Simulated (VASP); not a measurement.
# Sn8HPt4 (a cell with a defect) in VASP: single point with LDA

Aim: the single point of Sn8HPt4 (a cell with a defect) with LDA.

All numbers are computed with VASP 6.6.1; they aren't measurements. Logs are shortened: lines on timing, memory, paths and dates and some standing lists are left out, and cuts for length are marked.

## Step 1: The cell of the first run

The cell holds a defect, 13 atoms: a = 6.425 Å, b = 6.425 Å, c = 6.425 Å, α = 90.00°, β = 90.00°, γ = 90.00°.

## Step 2: Single point, LDA

INCAR

```
SYSTEM = Sn8HPt4
PREC = Accurate ; ENCUT = 520
EDIFF = 1E-6 ; ISMEAR = -1
SIGMA = 0.15 ; LREAL = .FALSE.
LASPH = .TRUE. ; NELM = 60
ALGO = Normal ; ISIF = 2
LWAVE = .FALSE. ; LCHARG = .FALSE.
NBANDS = 88
```

KPOINTS

```
regular mesh
0
G
  3 3 3
  0 0 0
```

POSCAR

```
Sn8HPt4
1.0
    6.4250000000      0.0000000000      0.0000000000
    0.0000000000      6.4250000000      0.0000000000
    0.0000000000      0.0000000000      6.4250000000
Sn Pt H
8 4 1
Direct
    0.3115797665      0.2369649805      0.2661011673
    0.7651673152      0.7411517510      0.7572607004
    0.7637665370      0.7292762646      0.2246381323
    0.2171673152      0.2449494163      0.7614941634
    0.6958599222      0.2098365759      0.7779922179
    0.2255408560      0.7397821012      0.2852295720
    0.3105992218      0.7714085603      0.7292140078
    0.7868482490      0.2219299611      0.2305525292
    0.0038910506     -0.0123112840     -0.0304124514
    0.5109416342      0.5060544747      0.0149883268
    0.5038754864     -0.0504280156      0.4604824903
    0.0028171206      0.5213540856      0.5250428016
    0.5462568093     -0.0750817121     -0.0390194553
```

Potentials or basis: VASP PAW LDA potentials, release 64 (Sn_d, Pt, H).

Run with:

```
> cat potpaw_LDA.64/Sn_d/POTCAR potpaw_LDA.64/Pt/POTCAR potpaw_LDA.64/H/POTCAR > POTCAR
> mpirun -np 1 vasp_std > vasp.out
```

OUTCAR:

```text
SYSTEM = Sn8HPt4
   PREC = Accurate
   ENCUT = 520
   EDIFF = 1E-6
   ISMEAR = -1
   LREAL = .FALSE.
   LASPH = .TRUE.
   NELM = 60
   ISIF = 2

 ion  position               nearest neighbor table
   1  0.312  0.237  0.266-  11 2.55  10 2.69   8 3.06  12 3.17   9 3.18   4 3.24   6 3.24   6 3.28
                             4 3.30   8 3.38
   2  0.765  0.741  0.757-  13 2.26  12 2.56   9 2.59  10 2.77  11 2.87   7 2.93   3 3.00   5 3.05
                             3 3.42   5 3.45   7 3.51
   3  0.764  0.729  0.225-  10 2.55  11 2.66   9 2.80  12 2.81   6 2.99   2 3.00   8 3.17   8 3.26
                             2 3.42   6 3.48
   4  0.217  0.245  0.761-   9 2.53  12 2.71  10 3.00   5 3.09   7 3.11   1 3.24  11 3.28   1 3.30
                             5 3.36   7 3.44
   5  0.696  0.210  0.778-  10 2.71   9 2.73  11 2.91   8 2.97   2 3.05   4 3.09  12 3.25   4 3.36
                             2 3.45   8 3.57
   6  0.226  0.740  0.285-  11 2.51  12 2.53   7 2.91  10 2.94   9 2.95   3 2.99   1 3.24   1 3.28
                             3 3.48   7 3.62
   7  0.311  0.771  0.729-  11 2.42  10 2.82   9 2.86  12 2.87   6 2.91   2 2.93   4 3.11   4 3.44
                             2 3.51   6 3.62
   8  0.787  0.222  0.231-   9 2.65  10 2.90  11 2.92   5 2.97  12 3.03   1 3.06   3 3.17   3 3.26
                             1 3.38   5 3.57
   9  0.004  0.988  0.970-   4 2.53   2 2.59   8 2.65   5 2.73   3 2.80   7 2.86   6 2.95   1 3.18

  10  0.511  0.506  0.015-   3 2.55   1 2.69   5 2.71   2 2.77   7 2.82   8 2.90   6 2.94   4 3.00

  11  0.504  0.950  0.460-   7 2.42   6 2.51   1 2.55   3 2.66   2 2.87   5 2.91   8 2.92   4 3.28

  12  0.003  0.521  0.525-   6 2.53   2 2.56   4 2.71   3 2.81   7 2.87   8 3.03   1 3.17   5 3.25

  13  0.546  0.925  0.961-   2 2.26

  LATTYP: Found a simple cubic cell.
 ALAT       =     6.4250000000

  Lattice vectors:

 A1 = (   6.4250000000,   0.0000000000,   0.0000000000)
 A2 = (   0.0000000000,   6.4250000000,   0.0000000000)
 A3 = (   0.0000000000,   0.0000000000,   6.4250000000)

Analysis of symmetry for initial positions (statically):
=====================================================================
 Subroutine PRICEL returns:
 Original cell was already a primitive cell.

 Routine SETGRP: Setting up the symmetry group for a
 simple cubic supercell.

 Subroutine GETGRP returns: Found  1 space group operations
 (whereof  1 operations were pure point group operations)
 out of a pool of 48 trial point group operations.

The static configuration has the point symmetry C_1 .

Analysis of symmetry for dynamics (positions and initial velocities):
=====================================================================
 Subroutine PRICEL returns:
 Original cell was already a primitive cell.

 Routine SETGRP: Setting up the symmetry group for a
 simple cubic supercell.

 Subroutine GETGRP returns: Found  1 space group operations
 (whereof  1 operations were pure point group operations)
 out of a pool of 48 trial point group operations.

The dynamic configuration has the point symmetry C_1 .

 Subroutine INISYM returns: Found  1 space group operations
 (whereof  1 operations are pure point group operations),
 and found     1 'primitive' translations

----------------------------------------------------------------------------------------

                                     Primitive cell

  volume of cell :     265.2280

  direct lattice vectors                    reciprocal lattice vectors
     6.425000000  0.000000000  0.000000000     0.155642023  0.000000000  0.000000000
     0.000000000  6.425000000  0.000000000     0.000000000  0.155642023  0.000000000
     0.000000000  0.000000000  6.425000000     0.000000000  0.000000000  0.155642023

  length of vectors
     6.425000000  6.425000000  6.425000000     0.155642023  0.155642023  0.155642023

  position of ions in fractional coordinates (direct lattice)
     0.311579767  0.236964980  0.266101167
     0.765167315  0.741151751  0.757260700
     0.763766537  0.729276265  0.224638132
     0.217167315  0.244949416  0.761494163
     0.695859922  0.209836576  0.777992218
     0.225540856  0.739782101  0.285229572
     0.310599222  0.771408560  0.729214008
     0.786848249  0.221929961  0.230552529
     0.003891051  0.987688716  0.969587549
     0.510941634  0.506054475  0.014988327
     0.503875486  0.949571984  0.460482490
     0.002817121  0.521354086  0.525042802
     0.546256809  0.924918288  0.960980545

  ion indices of the primitive-cell ions
[... 35 lines left out ...]

 Subroutine IBZKPT returns following result:
 ===========================================

 Found     14 irreducible k-points:

 Following reciprocal coordinates:
            Coordinates               Weight
  0.000000  0.000000  0.000000      1.000000
  0.333333  0.000000  0.000000      2.000000
  0.000000  0.333333  0.000000      2.000000
  0.000000  0.000000  0.333333      2.000000
  0.333333  0.333333  0.000000      2.000000
  0.000000  0.333333  0.333333      2.000000
  0.333333  0.000000  0.333333      2.000000
 -0.333333  0.333333  0.000000      2.000000
 -0.333333  0.000000  0.333333      2.000000
  0.000000 -0.333333  0.333333      2.000000
  0.333333  0.333333  0.333333      2.000000
 -0.333333  0.333333  0.333333      2.000000
 -0.333333 -0.333333  0.333333      2.000000
  0.333333 -0.333333  0.333333      2.000000
   k-points           NKPTS =     14   k-points in BZ     NKDIM =     14   number of bands    NBANDS=     88
   number of dos      NEDOS =    301   number of ions     NIONS =     13
   total plane-waves  NPLWV = 110592
   dimension x,y,z NGX =    48 NGY =   48 NGZ =   48
   dimension x,y,z NGXF=    96 NGYF=   96 NGZF=   96
   ions per type =               8   4   1
   NGX,Y,Z   is equivalent  to a cutoff of  12.42, 12.42, 12.42 a.u.
   NGXF,Y,Z  is equivalent  to a cutoff of  24.84, 24.84, 24.84 a.u.
 SYSTEM =  Sn8HPt4
   PREC   = accura    normal or accurate (medium, high low for compatibility)
   ISTART =      0    job   : 0-new  1-cont  2-samecut
   ICHARG =      2    charge: 1-file 2-atom 10-const
   ISPIN  =      1    spin polarized calculation?
   LNONCOLLINEAR =      F non collinear calculations
   LSORBIT =      F    spin-orbit coupling
   LASPH  =      T    aspherical Exc in radial PAW
   ENCUT  =  520.0 eV  38.22 Ry    6.18 a.u.  11.95 11.95 11.95*2*pi/ulx,y,z
   NELM   =     60;   NELMIN=  2; NELMDL= -5     # of ELM steps
   EDIFF  = 0.1E-05   stopping-criterion for ELM
   LREAL  =      F    real-space projection
   EDIFFG = 0.1E-04   stopping-criterion for IOM
   NSW    =      0    number of steps for IOM
   IBRION =     -1    ionic relax: 0-MD 1-quasi-New 2-CG
   NFREE  =      0    steps in history (QN), initial steepest desc. (CG)
   ISIF   =      2    stress and relaxation
   ISYM   =      2    0-nonsym 1-usesym 2-fastsym
   POTIM  = 0.5000    time-step for ionic-motion
   TEBEG  =    0.0;   TEEND  =   0.0 temperature during run
   PSTRESS=    0.0 pullay stress
   NELECT =     153.0000    total number of electrons
   NUPDOWN=      -1.0000    fix difference up-down
   EMIN   =  10.00;   EMAX   =-10.00  energy-range for DOS
   EFERMI =   0.00;   METHOD = LEGACY
   ISMEAR =    -1;   SIGMA  =   0.15  broadening in eV -4-tet -1-fermi 0-gaus
   EFERMI_NEDOS =   21; number of points for ismear=-14 and -15
   IALGO  =     38    algorithm
   IMIX   =      4    mixing-type and parameters
     AMIX     =   0.40;   BMIX     =  1.00
     AMIX_MAG =   1.60;   BMIX_MAG =  1.00
  volume/ion in A,a.u.               =      20.40       137.68
  Fermi-wavevector in a.u.,A,eV,Ry     =   1.362800  2.575319 25.269070  1.857224
  Thomas-Fermi vector in A             =   2.489258
   LORBIT       =      0    0 simple, 1 ext, 2 COOP (PROOUT), +10 PAW based schemes
   GGA     = CA    functional components
   LHFCALC =     F    Hartree Fock is set to
   AEXX    =    0.0000 exact exchange contribution
   IVDW    =     0    specifies the selected vdW correction
   LEPSILON=     F    determine dielectric tensor
   LRPA    =     F    only Hartree local field effects (RPA)
 non-spin polarized calculation
  energy-cutoff  :      520.00
  volume of cell :      265.23
 maximum number of plane-waves:      7181
   NGX = 23   NGY = 23   NGZ = 23

 number of electron     153.0000010 magnetization

 Free energy of the ion-electron system (eV)
  ---------------------------------------------------
  ext. energy  EPLUGINS =         0.00000000
  ---------------------------------------------------
  free energy    TOTEN  =       -71.45208335 eV

  energy without entropy =      -71.09194604  energy(sigma->0) =      -71.27201470

 E-fermi :   9.3775     XC(G=0): -11.4294

 val. band max:        9.3748758958   @ k =   0.3333   0.0000   0.0000
 cond. band min:       9.4000823165   @ k =  -0.3333   0.3333   0.3333
 fundamental gap:      0.0252064207
 Fermi energy:         9.3774504231

 k-point     1 :       0.0000    0.0000    0.0000
  band No.  band energies     occupation
      1     -12.5614      2.00000
      2     -12.5158      2.00000
      3     -12.5091      2.00000
      4     -12.4989      2.00000
      5     -12.4773      2.00000
      6     -12.4714      2.00000
[... 1263 lines left out ...]
     87      12.4300      0.00000
     88      12.8143      0.00000

------------------------ aborting loop because EDIFF is reached ----------------------------------------

  FORCE on cell =-STRESS in cart. coord.  units (eV):
  Direction    XX          YY          ZZ          XY          YZ          ZX
  --------------------------------------------------------------------------------------
  -------------------------------------------------------------------------------------
  Total        9.9188939      7.5693512     10.5728061      3.4322022     -2.3226719     -2.0247635
  in kB       59.9176029     45.7245924     63.8677261     20.7330910    -14.0306905    -12.2310993
  external PRESSURE =      56.5033071 kB  Pullay stress =       0.0000000 kB

 VOLUME and BASIS-vectors are now :
 -----------------------------------------------------------------------------
  energy-cutoff  :      520.00
  volume of cell :      265.23
      direct lattice vectors                 reciprocal lattice vectors
     6.425000000  0.000000000  0.000000000     0.155642023  0.000000000  0.000000000
     0.000000000  6.425000000  0.000000000     0.000000000  0.155642023  0.000000000
     0.000000000  0.000000000  6.425000000     0.000000000  0.000000000  0.155642023

 POSITION                                       TOTAL-FORCE (eV/Angst)
 -----------------------------------------------------------------------------------
      2.00190      1.52250      1.70970        -1.420447      0.820509     -0.674972
      4.91620      4.76190      4.86540        -0.147347     -0.530721     -0.509116
      4.90720      4.68560      1.44330         0.328294      0.251284      0.957557
      1.39530      1.57380      4.89260         0.414373      1.288951     -0.472128
      4.47090      1.34820      4.99860         0.002293      0.068952     -1.022256
      1.44910      4.75310      1.83260         0.036092     -0.446214     -2.945562
      1.99560      4.95630      4.68520        -2.091882     -1.553131      3.538286
      5.05550      1.42590      1.48130         0.188162      0.596118      1.515054
      0.02500      6.34590      6.22960         1.049122     -0.567600      1.066169
      3.28280      3.25140      0.09630        -0.965951     -0.905295     -0.539712
      3.23740      6.10100      2.95860         2.995639      2.011065     -0.402490
      0.01810      3.34970      3.37340        -0.076536     -1.821233     -0.305527
      3.50970      5.94260      6.17430        -0.311813      0.787314     -0.205302
 -----------------------------------------------------------------------------------
    total drift:                                0.001619     -0.001212      0.000779

  FREE ENERGIE OF THE ION-ELECTRON SYSTEM (eV)
  ---------------------------------------------------
  free  energy   TOTEN  =       -71.4520833547 eV

  energy  without entropy=      -71.0919460434  energy(sigma->0) =      -71.27201470
```

Run time: 10 min. Hardware: 1 thread of Intel Xeon 8259CL, shared host; peak memory 0.4 GiB.

What came out:

```yaml
Free_energy: -71.4521 eV
Pressure: 5.7 GPa
Largest_force: 4.394 eV/Å
Band_gap_on_the_k_mesh: zero (an odd number of electrons rules out a gap without spin polarisation)
```

Forces in eV/Å, atoms in the order of the input:
```
Sn  -1.420  0.821 -0.675
Sn  -0.147 -0.531 -0.509
Sn   0.328  0.251  0.958
Sn   0.414  1.289 -0.472
Sn   0.002  0.069 -1.022
Sn   0.036 -0.446 -2.946
Sn  -2.092 -1.553  3.538
Sn   0.188  0.596  1.515
Pt   1.049 -0.568  1.066
Pt  -0.966 -0.905 -0.540
Pt   2.996  2.011 -0.402
Pt  -0.077 -1.821 -0.306
H   -0.312  0.787 -0.205
```

Stress tensor (GPa, compression positive):
```
 5.99  2.07 -1.22
 2.07  4.57 -1.40
-1.22 -1.40  6.39
```

Caveat: the atoms stand as in a frame of molecular dynamics; spin-orbit coupling is left out, which moves the levels of the heavy elements.

The gap in the log of VASP goes by the Fermi energy; the results here count the filled bands.